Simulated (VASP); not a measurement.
# Al47O71 (a cell with a defect) in VASP: single point with PBEsol

Aim: the single point of Al47O71 (a cell with a defect) with PBEsol.

Program: VASP 6.6.1. These are calculated values, not measurements. Logs are shortened: lines on timing, memory, paths and dates and some standing lists are left out, and cuts for length are marked.

## 1. The cell of the first run

The cell holds a defect, 118 atoms: a = 9.548 Å, b = 9.548 Å, c = 13.014 Å, α = 90.00°, β = 90.00°, γ = 120.00°.

## 2. Single point, PBEsol, collinear spin

File INCAR:

```
SYSTEM = Al47O71
PREC = Accurate
ENCUT = 520
EDIFF = 1E-6
ISMEAR = -1
SIGMA = 0.05
LREAL = Auto
LASPH = .True.
NELM = 200
ALGO = Normal
ISIF = 2
LWAVE = .False.
LCHARG = .False.
ISPIN = 2
MAGMOM = 0 0 0 0 0 0 0 0 0 0 0 0.125 0 0 0 0.125 0 0 0 0 0 0 0 0 0 0 0 0 0 0 0 0 0 0 0 0 0 0 0.125 0 0 0 0 0 0 0 0 0 0 0 0.125 0 0 0 0 0 0 0 0.125 0.125 0 0 0 0 0 0 0 0 0 0 0 0 0 0 0 0 0.125 0 0 0 0 0 0 0 0 0 0 0 0 0 0 0 0 0 0 0 0 0 0.125 0 0 0 0 0 0 0 0 0 0 0 0 0 0 0 0 0 0 0
LORBIT = 11
GGA = PS
NBANDS = 352
ISYM = -1
GGA_COMPAT = .False.
KPAR = 1
```

File KPOINTS:

```
explicit points
1
Reciprocal
  0.25000000   0.25000000   0.25000000 1
```

File POSCAR:

```
Al47O71
1.0
    9.5478620000      0.0000000000      0.0000000000
   -4.7739310000      8.2686910000      0.0000000000
    0.0000000000      0.0000000000     13.0135760000
Al O
47 71
Direct
    0.3317460000      0.1648270000      0.1836790000
    0.3321900000      0.6662420000      0.1844780000
    0.8359130000      0.1719490000      0.1859790000
    0.8339070000      0.6671380000      0.1837700000
    0.1686850000      0.3352320000      0.0200520000
    0.1656310000      0.8334670000      0.0188070000
[... 110 lines left out ...]
    0.6666800000      0.4866560000      0.9154720000
    0.6673600000      0.9865810000      0.9162780000
```

Potentials or basis: VASP PAW PBE potentials, release 64 (Al, O).

Started as:

```console
$ cat potpaw_PBE.64/Al/POTCAR potpaw_PBE.64/O/POTCAR > POTCAR
$ mpirun -np 4 vasp_std > vasp.out
```

OUTCAR:

```text
SYSTEM = Al47O71
   PREC = Accurate
   ENCUT = 520
   EDIFF = 1E-6
   ISMEAR = -1
   LREAL = Auto
   LASPH = .True.
   NELM = 200
   ISIF = 2
   ISPIN = 2
   LORBIT = 11
   GGA = PS
   ISYM = -1

 ion  position               nearest neighbor table
   1  0.332  0.165  0.184-  60 1.79  58 1.86  48 1.89  52 1.95  87 1.98  64 1.99  40 2.63  22 2.78
                            20 2.79  23 2.79   9 3.18  11 3.19  10 3.24
   2  0.332  0.666  0.184-  59 1.81  49 1.87  61 1.87  53 1.96  65 1.97  88 2.01  41 2.64  23 2.78
                            21 2.79  22 2.82  12 3.11   9 3.20  10 3.21
   3  0.836  0.172  0.186-  62 1.85  50 1.86  56 1.86  89 1.95  66 1.99  54 2.00  42 2.66  21 2.76
                            20 2.81  22 2.82  12 3.16   9 3.30  11 3.32
   4  0.834  0.667  0.184-  51 1.79  57 1.87  63 1.87  90 1.96  67 1.97  55 1.98  43 2.63  23 2.77
                            21 2.79  20 2.80  11 3.18  10 3.23  12 3.25
   5  0.169  0.335  0.020-  53 1.85  64 1.85  89 1.86 115 1.98 103 1.99  79 2.01  44 2.67  41 2.79
                            40 2.79  42 2.82  20 3.22  21 3.23  23 3.30
   6  0.166  0.833  0.019-  52 1.85  65 1.86  90 1.86  80 1.97 116 1.98 104 1.98  45 2.65  43 2.81
                            40 2.81  41 2.81  21 3.22  22 3.23  20 3.23
   7  0.666  0.335  0.020-  87 1.84  55 1.85  66 1.86 117 1.98  81 1.99 105 2.00  46 2.66  40 2.79
                            43 2.79  42 2.82  22 3.20  21 3.23  23 3.30
   8  0.666  0.832  0.020-  67 1.84  88 1.86  54 1.86  82 1.98 118 1.99 106 1.99  47 2.66  43 2.78
                            41 2.79  42 2.81  20 3.23  22 3.23  23 3.30
   9  0.180  0.338  0.315-  60 1.78  99 1.86  49 1.89  56 1.94  72 1.99  75 2.08  13 2.65  18 2.85
[... 11 lines left out ...]
  15  0.664  0.328  0.518-  91 1.86  77 1.87  97 1.87  71 1.89  74 1.97 101 2.01  11 2.66  36 2.78
                            38 2.79  39 2.79  26 3.22  27 3.23  25 3.28
  16  0.666  0.845  0.526-  70 1.77  92 1.83  98 1.86 102 1.92  78 1.95  38 2.72  37 2.82  12 2.91
                            39 3.11  26 3.12  24 3.19  27 3.27
  17  0.998  0.998  0.352-  72 1.85  76 1.88 102 1.88  63 1.96  56 1.96  48 1.97  20 2.65  10 2.81
                             9 2.86  12 2.88  38 3.23  36 3.24  39 3.33
  18  0.999  0.496  0.350-  75 1.86 101 1.88  73 1.89  62 1.94  49 1.95  57 1.99  21 2.63  10 2.81
                             9 2.85  11 2.86  39 3.16  38 3.22  37 3.23
  19  0.500  0.003  0.351-  74 1.84 100 1.86  58 1.95  50 1.96  61 1.96  78 1.98  22 2.66  12 2.75
                            10 2.80  11 2.85  36 3.22  38 3.25  37 3.28
  20  1.000  0.002  0.148-  64 1.85  54 1.86  90 1.86  56 1.97  48 1.97  63 2.05  17 2.65   1 2.79
                             4 2.80   3 2.81   5 3.22   8 3.23   6 3.23
  21  1.000  0.501  0.148-  55 1.85  65 1.86  89 1.87  57 1.96  49 1.97  62 1.99  18 2.63   3 2.76
                             4 2.79   2 2.79   6 3.22   7 3.23   5 3.23
  22  0.500  0.002  0.146-  52 1.85  88 1.85  66 1.86  50 1.96  58 1.97  61 1.99  19 2.66   1 2.78
                             2 2.82   3 2.82   7 3.20   6 3.23   8 3.23  12 3.36
  23  0.500  0.501  0.161-  51 1.87  60 1.87  59 1.88  53 1.95  67 1.95  87 1.95   4 2.77   2 2.78
                             1 2.79  11 3.29   7 3.30   5 3.30   8 3.30   9 3.31  12 3.34
  24  0.001  1.000  0.647-  68 1.86  93 1.86  98 1.93  84 1.96 111 1.97 109 1.97  28 2.67  32 2.79
                            35 2.82  34 2.82  16 3.19  13 3.23  14 3.26
  25  0.002  0.498  0.650-  69 1.85  94 1.86  97 1.86  83 1.94 112 1.96 110 1.97  29 2.65  34 2.77
                            33 2.77  35 2.83  13 3.23  14 3.28  15 3.28  39 3.30
  26  0.499  0.001  0.651-  91 1.84  70 1.86  96 1.87 107 1.94  86 1.96 113 1.96  30 2.64  32 2.77
                            33 2.81  34 2.81  16 3.12  14 3.18  15 3.22
  27  0.500  0.498  0.647-  95 1.85  92 1.86  71 1.88  85 1.96 108 1.98 114 1.98  31 2.68  32 2.79
                            35 2.80  33 2.82  15 3.23  13 3.23  16 3.27
  28  0.000  0.001  0.852-  79 1.85 106 1.86 116 1.86 111 1.98  84 1.99 109 1.99  24 2.67  44 2.79
                            47 2.80  45 2.80  40 3.23  42 3.23  43 3.23
  29  0.000  0.500  0.854- 115 1.85 105 1.85  80 1.86 112 1.98 110 1.99  83 1.99  25 2.65  45 2.80
                            46 2.81  44 2.81  42 3.22  41 3.22  43 3.23
  30  0.500  1.000  0.854-  81 1.85 104 1.85 118 1.85 113 1.98 107 1.99  86 2.00  26 2.64  46 2.80
                            47 2.80  45 2.80  41 3.22  42 3.22  40 3.22
  31  0.500  0.500  0.852- 117 1.85 103 1.85  82 1.86 108 1.97  85 1.98 114 1.99  27 2.68  44 2.79
                            47 2.80  46 2.80  40 3.22  43 3.22  41 3.23
  32  0.334  0.167  0.685- 111 1.86  85 1.87 107 1.87  91 1.95  95 1.96  68 1.98  36 2.67  26 2.77
                            27 2.79  24 2.79  44 3.23  46 3.23  45 3.24
  33  0.332  0.666  0.686- 108 1.85 112 1.86  86 1.86  69 1.94  96 1.96  92 2.06  37 2.70  25 2.77
                            26 2.81  27 2.82  44 3.22  45 3.23  47 3.24
  34  0.834  0.168  0.687-  83 1.85 113 1.86 109 1.86  70 1.95  97 1.98  93 1.99  38 2.67  25 2.77
[... 84 lines left out ...]
 105  0.819  0.334  0.917-  29 1.85  42 1.86  46 1.96   7 2.00
[... 11 lines left out ...]
 117  0.667  0.487  0.915-  31 1.85  43 1.86  46 1.96   7 1.98
 118  0.667  0.987  0.916-  30 1.85  42 1.86  47 1.96   8 1.99

IMPORTANT INFORMATION: All symmetrisations will be switched off!
NOSYMM: (Re-)initialisation of all symmetry stuff for point group C_1.

----------------------------------------------------------------------------------------

                                     Primitive cell

  volume of cell :    1027.4000

  direct lattice vectors                    reciprocal lattice vectors
     9.547862000  0.000000000  0.000000000     0.104735489  0.060469063  0.000000000
    -4.773931000  8.268691000  0.000000000     0.000000000  0.120938127  0.000000000
     0.000000000  0.000000000 13.013576000     0.000000000  0.000000000  0.076842829

  length of vectors
     9.547862000  9.547861962 13.013576000     0.120938126  0.120938127  0.076842829

  position of ions in fractional coordinates (direct lattice)
     0.331746000  0.164827000  0.183679000
     0.332190000  0.666242000  0.184478000
     0.835913000  0.171949000  0.185979000
     0.833907000  0.667138000  0.183770000
     0.168685000  0.335232000  0.020052000
     0.165631000  0.833467000  0.018807000
[... 110 lines left out ...]
     0.666680000  0.486656000  0.915472000
     0.667360000  0.986581000  0.916278000

  ion indices of the primitive-cell ions
   primitive index   ion index
                 1           1
                 2           2
                 3           3
                 4           4
                 5           5
                 6           6
[... 104 lines left out ...]
               111         111
               112         112
   k-points           NKPTS =      1   k-points in BZ     NKDIM =      1   number of bands    NBANDS=    352
   number of dos      NEDOS =    301   number of ions     NIONS =    118
   total plane-waves  NPLWV = 508032
   dimension x,y,z NGX =    72 NGY =   72 NGZ =   98
   dimension x,y,z NGXF=   144 NGYF=  144 NGZF=  196
   ions per type =              47  71
   NGX,Y,Z   is equivalent  to a cutoff of  12.54, 12.54, 12.52 a.u.
   NGXF,Y,Z  is equivalent  to a cutoff of  25.07, 25.07, 25.04 a.u.
 SYSTEM =  Al47O71
   PREC   = accura    normal or accurate (medium, high low for compatibility)
   ISTART =      0    job   : 0-new  1-cont  2-samecut
   ICHARG =      2    charge: 1-file 2-atom 10-const
   ISPIN  =      2    spin polarized calculation?
   LNONCOLLINEAR =      F non collinear calculations
   LSORBIT =      F    spin-orbit coupling
   LASPH  =      T    aspherical Exc in radial PAW
   ENCUT  =  520.0 eV  38.22 Ry    6.18 a.u.  17.75 17.75 24.20*2*pi/ulx,y,z
   NELM   =    200;   NELMIN=  2; NELMDL= -5     # of ELM steps
   EDIFF  = 0.1E-05   stopping-criterion for ELM
   LREAL  =      T    real-space projection
   EDIFFG = 0.1E-04   stopping-criterion for IOM
   NSW    =      0    number of steps for IOM
   IBRION =     -1    ionic relax: 0-MD 1-quasi-New 2-CG
   NFREE  =      0    steps in history (QN), initial steepest desc. (CG)
   ISIF   =      2    stress and relaxation
   ISYM   =     -1    0-nonsym 1-usesym 2-fastsym
   POTIM  = 0.5000    time-step for ionic-motion
   TEBEG  =    0.0;   TEEND  =   0.0 temperature during run
   PSTRESS=    0.0 pullay stress
   NELECT =     567.0000    total number of electrons
   NUPDOWN=      -1.0000    fix difference up-down
   EMIN   =  10.00;   EMAX   =-10.00  energy-range for DOS
   EFERMI =   0.00;   METHOD = LEGACY
   ISMEAR =    -1;   SIGMA  =   0.05  broadening in eV -4-tet -1-fermi 0-gaus
   EFERMI_NEDOS =   21; number of points for ismear=-14 and -15
   IALGO  =     38    algorithm
   IMIX   =      4    mixing-type and parameters
     AMIX     =   0.40;   BMIX     =  1.00
     AMIX_MAG =   1.60;   BMIX_MAG =  1.00
  volume/ion in A,a.u.               =       8.71        58.76
  Fermi-wavevector in a.u.,A,eV,Ry     =   1.342835  2.537590 24.534107  1.803206
  Thomas-Fermi vector in A             =   2.470957
   LORBIT       =     11    0 simple, 1 ext, 2 COOP (PROOUT), +10 PAW based schemes
   GGA     = PS    functional components
   LHFCALC =     F    Hartree Fock is set to
   AEXX    =    0.0000 exact exchange contribution
   IVDW    =     0    specifies the selected vdW correction
   LEPSILON=     F    determine dielectric tensor
   LRPA    =     F    only Hartree local field effects (RPA)
 spin polarized calculation
  energy-cutoff  :      520.00
  volume of cell :     1027.40
 maximum number of plane-waves:     27659
 NGX is ok and might be reduce to    70
   NGX = 35   NGY = 35   NGZ = 49

 number of electron     566.9999945 magnetization       0.3568362

 number of electron     566.9999945 magnetization      -0.9785199

 Free energy of the ion-electron system (eV)
  ---------------------------------------------------
  ext. energy  EPLUGINS =         0.00000000
  ---------------------------------------------------
  free energy    TOTEN  =      -922.36014529 eV

  energy without entropy =     -922.29165707  energy(sigma->0) =     -922.32590118

 E-fermi :   6.2874     XC(G=0): -11.7843

 val. band max:        6.2226614573   @ k =   0.2500   0.2500   0.2500
 cond. band min:       6.3373681704   @ k =   0.2500   0.2500   0.2500
 fundamental gap:      0.1147067131
 Fermi energy:         6.2873668483

 spin component 1

 k-point     1 :       0.2500    0.2500    0.2500
  band No.  band energies     occupation
      1     -13.2533      1.00000
      2     -13.0134      1.00000
      3     -12.9570      1.00000
      4     -12.9242      1.00000
      5     -12.7481      1.00000
      6     -12.5983      1.00000
[... 287 lines left out ...]
    294      14.5289      0.00000
    295      14.8136      0.00000
 Fermi energy:         6.2873668483

 spin component 2

 k-point     1 :       0.2500    0.2500    0.2500
  band No.  band energies     occupation
      1     -13.2579      1.00000
      2     -13.0202      1.00000
      3     -12.9620      1.00000
      4     -12.9316      1.00000
      5     -12.7544      1.00000
      6     -12.6094      1.00000
[... 287 lines left out ...]
    294      14.5236      0.00000
    295      14.8103      0.00000
 [bands above 295 left out]

------------------------ aborting loop because EDIFF is reached ----------------------------------------

  FORCE on cell =-STRESS in cart. coord.  units (eV):
  Direction    XX          YY          ZZ          XY          YZ          ZX
  --------------------------------------------------------------------------------------
  -------------------------------------------------------------------------------------
  Total        5.1522675      4.8451534      6.0881923     -3.1129324     -1.7725911      1.3051086
  in kB        8.0346957      7.5557671      9.4942222     -4.8544577     -2.7642645      2.0352497
  external PRESSURE =       8.3615617 kB  Pullay stress =       0.0000000 kB

 VOLUME and BASIS-vectors are now :
 -----------------------------------------------------------------------------
  energy-cutoff  :      520.00
  volume of cell :     1027.40
      direct lattice vectors                 reciprocal lattice vectors
     9.547862000  0.000000000  0.000000000     0.104735489  0.060469063  0.000000000
    -4.773931000  8.268691000  0.000000000     0.000000000  0.120938127  0.000000000
     0.000000000  0.000000000 13.013576000     0.000000000  0.000000000  0.076842829

 POSITION                                       TOTAL-FORCE (eV/Angst)
 -----------------------------------------------------------------------------------
      2.38059      1.36290      2.39032         0.057614     -0.064682     -0.000868
     -0.00889      5.50895      2.40072        -0.013593      0.009905      0.010661
      7.16031      1.42179      2.42025        -0.016825     -0.002352      0.018629
      4.77716      5.51636      2.39150         0.016495      0.007439      0.011482
      0.01021      2.77193      0.26095        -0.018467      0.012913     -0.022526
     -2.39749      6.89168      0.24475         0.001380     -0.008120      0.001321
[... 110 lines left out ...]
      4.04211      4.02401     11.91356         0.003672     -0.007057      0.000672
      1.66199      8.15773     11.92405         0.002566     -0.005688     -0.000776
 -----------------------------------------------------------------------------------
    total drift:                                0.005621     -0.015567     -0.017701

  FREE ENERGIE OF THE ION-ELECTRON SYSTEM (eV)
  ---------------------------------------------------
  free  energy   TOTEN  =      -922.3601452865 eV

  energy  without entropy=     -922.2916570679  energy(sigma->0) =     -922.32590118

 total charge

# of ion       s       p       d       tot
------------------------------------------
    1        0.318   0.415   0.000   0.734
    2        0.317   0.410   0.000   0.727
    3        0.313   0.403   0.000   0.716
    4        0.318   0.415   0.000   0.733
    5        0.313   0.400   0.000   0.713
    6        0.313   0.403   0.000   0.715
[... 110 lines left out ...]
  117        1.543   3.624   0.000   5.167
  118        1.543   3.622   0.000   5.165
--------------------------------------------------
tot        124.393 275.771   0.000 400.165

 magnetization (x)

# of ion       s       p       d       tot
------------------------------------------
    1        0.001   0.001   0.000   0.001
    2        0.000   0.000   0.000   0.000
    3        0.000  -0.000   0.000   0.000
    4        0.000   0.000   0.000   0.000
    5        0.000   0.000   0.000   0.000
    6       -0.000   0.000   0.000   0.000
[... 110 lines left out ...]
  117        0.000  -0.000   0.000  -0.000
  118       -0.000  -0.001   0.000  -0.001
--------------------------------------------------
tot         -0.008  -0.809   0.000  -0.817
```

It took 13 min on 4 MPI ranks of Intel Xeon Platinum 8375C at 2.90GHz (Ice Lake), shared host; peak memory 0.57 GiB.

Results:

- Free energy: -922.3601 eV
- Pressure: 0.8 GPa
- Largest force: 0.090 eV/Å
- Net moment: -0.98 μB per cell
- Site moments: Al +0.00, -0.00 (each value once); O -0.00, -0.01, -0.08, -0.05, -0.11, -0.02, -0.04, -0.17, -0.19 (each value once) μB
- Valence electrons inside the program's atomic spheres: Al 0.73, 0.72, 0.71, 0.75, 0.70, 0.76 (each value once); O 5.16, 5.19, 5.17, 5.15, 5.14, 5.20, 5.11, 5.13 (each value once)

Forces in eV/Å, atoms in the order of the input:
```
Al   0.058 -0.065 -0.001
Al  -0.014  0.010  0.011
Al  -0.017 -0.002  0.019
Al   0.016  0.007  0.011
Al  -0.018  0.013 -0.023
Al   0.001 -0.008  0.001
Al   0.018  0.007 -0.005
Al  -0.007  0.002 -0.003
Al  -0.073  0.015  0.052
Al   0.004 -0.008  0.011
Al   0.026 -0.009  0.012
Al   0.007  0.001  0.018
Al  -0.012  0.002 -0.010
Al  -0.006 -0.009  0.004
Al   0.023 -0.003 -0.006
Al   0.005 -0.011 -0.017
Al  -0.006 -0.003  0.007
Al   0.006 -0.017  0.006
Al   0.017  0.011  0.006
Al  -0.015 -0.022  0.026
Al  -0.003 -0.005  0.020
Al   0.014  0.000  0.021
Al   0.018  0.049  0.003
Al  -0.003  0.001 -0.004
Al   0.000 -0.001 -0.007
Al   0.011 -0.001 -0.011
Al  -0.001 -0.003 -0.007
Al  -0.004 -0.004 -0.012
Al  -0.002 -0.002 -0.010
Al   0.004  0.002 -0.008
Al   0.002  0.004 -0.010
Al  -0.002  0.003 -0.008
Al   0.001 -0.005 -0.015
Al  -0.005  0.003 -0.013
Al   0.006 -0.001 -0.015
Al  -0.011  0.002  0.002
Al   0.004 -0.003 -0.005
Al  -0.006  0.007 -0.022
Al  -0.020 -0.001 -0.015
Al   0.014 -0.006 -0.010
Al  -0.002  0.006  0.004
Al  -0.004  0.001  0.006
Al   0.006 -0.004  0.000
Al  -0.005  0.003 -0.008
Al  -0.001 -0.007 -0.013
Al   0.001 -0.002 -0.007
Al  -0.001  0.000 -0.009
O   -0.001  0.020 -0.015
O    0.005 -0.003 -0.017
O   -0.005  0.016 -0.016
O   -0.012 -0.002 -0.021
O   -0.012  0.014 -0.003
O    0.018 -0.015  0.011
O    0.005  0.006 -0.004
O   -0.005  0.005 -0.012
O    0.017  0.007 -0.009
O   -0.002  0.004 -0.009
O   -0.011  0.000 -0.014
O   -0.007 -0.032 -0.018
O   -0.005 -0.002 -0.026
O    0.002 -0.001 -0.007
O    0.001  0.001 -0.004
O    0.014  0.008 -0.012
O    0.014  0.017  0.022
O    0.008  0.003 -0.003
O    0.003  0.002 -0.009
O   -0.003 -0.010  0.004
O    0.001  0.005  0.001
O    0.001  0.010  0.008
O   -0.007  0.021  0.024
O   -0.006  0.001  0.010
O    0.000 -0.002 -0.007
O   -0.006  0.009  0.000
O   -0.009 -0.014  0.011
O    0.015 -0.004  0.004
O    0.002  0.019 -0.008
O   -0.029  0.010 -0.025
O    0.002  0.005 -0.002
O    0.010  0.005  0.006
O    0.002  0.004  0.004
O   -0.002  0.006  0.005
O    0.001  0.002  0.002
O   -0.001  0.006  0.011
O    0.001  0.010  0.006
O   -0.002  0.003  0.006
O   -0.001  0.007  0.004
O   -0.027  0.003  0.017
O   -0.007 -0.004 -0.006
O    0.008 -0.006 -0.005
O    0.001  0.001 -0.004
O   -0.011  0.006  0.003
O   -0.005 -0.003  0.013
O    0.001 -0.005  0.007
O    0.015  0.001  0.027
O    0.000 -0.009  0.009
O    0.007 -0.003  0.007
O   -0.003 -0.002  0.006
O    0.005 -0.001  0.004
O    0.019  0.006 -0.008
O   -0.010 -0.003  0.001
O   -0.003 -0.010 -0.007
O   -0.001 -0.009 -0.003
O   -0.004 -0.009  0.010
O   -0.005  0.002  0.002
O   -0.005 -0.002 -0.001
O   -0.004 -0.002  0.002
O    0.000  0.001  0.008
O    0.007 -0.002  0.007
O    0.007 -0.001  0.005
O    0.008 -0.009  0.009
O   -0.004 -0.005  0.005
O   -0.006  0.000  0.007
O   -0.008 -0.006  0.002
O   -0.009 -0.003  0.004
O    0.006 -0.005  0.003
O    0.004  0.005  0.013
O    0.004 -0.007  0.001
O    0.003 -0.006 -0.001
```

Caveat: the PAW data sets were made with another functional, which shifts forces and pressure a little.
